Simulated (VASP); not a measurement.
Set up this calculation in VASP 6.6.1, as the native input.

```
Task                   : relaxation of cell and atoms
Functional             : PBEsol
Potentials or basis    : VASP PAW PBE potentials, release 64 (Zn)
Cutoff                 : 600 eV
k mesh                 : 24 × 24 × 24
Occupations            : gaussian, width 0.1 eV
Spin                   : no spin polarisation
Dipole correction      : no
Further INCAR settings : ALGO = Normal; EDIFF = 1e-06; IBRION = 2; EDIFFG = -0.01; NSW = 100; ISIF = 3
```

The structure of Zn lies in POSCAR:

```
Zn
1.0
    0.0000000000      1.9205962597      1.9205962597
    1.9205962597      0.0000000000      1.9205962597
    1.9205962597      1.9205962597      0.0000000000
Zn
1
Direct
    0.0000000000      0.0000000000      0.0000000000
```

This isn't the form of Zn at room conditions, which is hcp.

The input as run:

INCAR

```
SYSTEM = Zn
  ALGO = Normal
  EDIFF = 1E-6
  EDIFFG = -0.01
  ENCUT = 600
  GGA = PS
  IBRION = 2
  ISIF = 3
  ISMEAR = 0
  LASPH = .TRUE.
  LCHARG = .FALSE.
  LREAL = .FALSE.
  LWAVE = .FALSE.
  NELM = 100
  NSW = 100
  PREC = Accurate
  SIGMA = 0.1
```

KPOINTS

```
k-points
0
G
  24 24 24
  0 0 0
```

Potentials or basis: VASP PAW PBE potentials, release 64 (Zn).

Run with:

```sh
$ cat potpaw_PBE.64/Zn/POTCAR > POTCAR
$ mpirun -np 1 vasp_std > vasp.out
```

It gave:

The relaxed volume is 14.21 Å³/atom and the relaxed cell is a = 2.719 Å, b = 2.719 Å, c = 2.719 Å, α = 60.00°, β = 60.00°, γ = 60.00°. The space group after relaxing (to 0.1 Å) is Fm-3m (No. 225). The energy gained by relaxing is 0.0 meV/atom and the ionic steps are 2. The pressure after relaxing is 0.0 GPa and the band gap on the k mesh is zero (bands 6 and 7 overlap by 3.55 eV).

Caveat: the PAW data sets were made with another functional, which shifts forces and pressure a little.

It took 50 s on 1 thread of Intel(R) Xeon(R) Platinum 8259CL CPU @ 2.50GHz (Skylake/Cascade Lake), with other jobs on the host, peak memory 0.21 GiB.
